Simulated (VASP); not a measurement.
Write the native input for VASP 6.6.1 that does the following.

| Quantity | Value |
| --- | --- |
| Task | single point |
| Functional | PBE |
| Potentials or basis | VASP PAW PBE potentials, release 64 (Ca_sv, O) |
| Cutoff | 520 eV |
| k mesh | 11 × 11 × 11 |
| Occupations | fermi-dirac, width 0.05 eV |
| Spin | no spin polarisation |
| Dipole correction | no |
| Further INCAR settings | ALGO = Normal; EDIFF = 1e-06; NBANDS = 15 |

The structure of CaO (zincblende type) lies in POSCAR:

```
CaO
1.0
    0.0000000000      2.6218300242      2.6218300242
    2.6218300242      0.0000000000      2.6218300242
    2.6218300242      2.6218300242      0.0000000000
Ca O
1 1
Direct
    0.0000000000      0.0000000000      0.0000000000
    0.2500000000      0.2500000000      0.2500000000
```

One way to write it, as run:

INCAR

```
SYSTEM = CaO
PREC     = Accurate       ! precision mode
ENCUT    = 520            ! plane-wave cutoff, eV
EDIFF    = 1E-6           ! SCF threshold, eV
ISMEAR   = -1             ! smearing method
SIGMA    = 0.05           ! smearing width, eV
LREAL    = .FALSE.        ! projectors in reciprocal space
LASPH    = .TRUE.         ! aspherical terms in the spheres
NELM     = 80             ! most SCF steps
ALGO     = Normal         ! electronic algorithm
ISIF     = 2              ! what is computed and relaxed
LWAVE    = .FALSE.        ! write WAVECAR
LCHARG   = .TRUE.         ! write CHGCAR
GGA      = PE             ! functional
LELF     = .TRUE.         ! ELF
LVHAR    = .TRUE.       
NBANDS   = 15             ! bands
```

KPOINTS

```
Automatic mesh
0
G
  11 11 11
  0 0 0
```

Potentials or basis: VASP PAW PBE potentials, release 64 (Ca_sv, O).

Launch:

```sh
$ cat potpaw_PBE.64/Ca_sv/POTCAR potpaw_PBE.64/O/POTCAR > POTCAR
$ mpirun -np 1 vasp_std > vasp.out
```

It gave:

The pressure is 0.5 GPa and the band gap on the k mesh is 3.28 eV, indirect (least direct gap 3.86 eV).

Wall time 32 s on 1 thread of AMD EPYC 7R43 64-Core Processor (Zen 3) (shared host), peak memory 0.13 GiB.
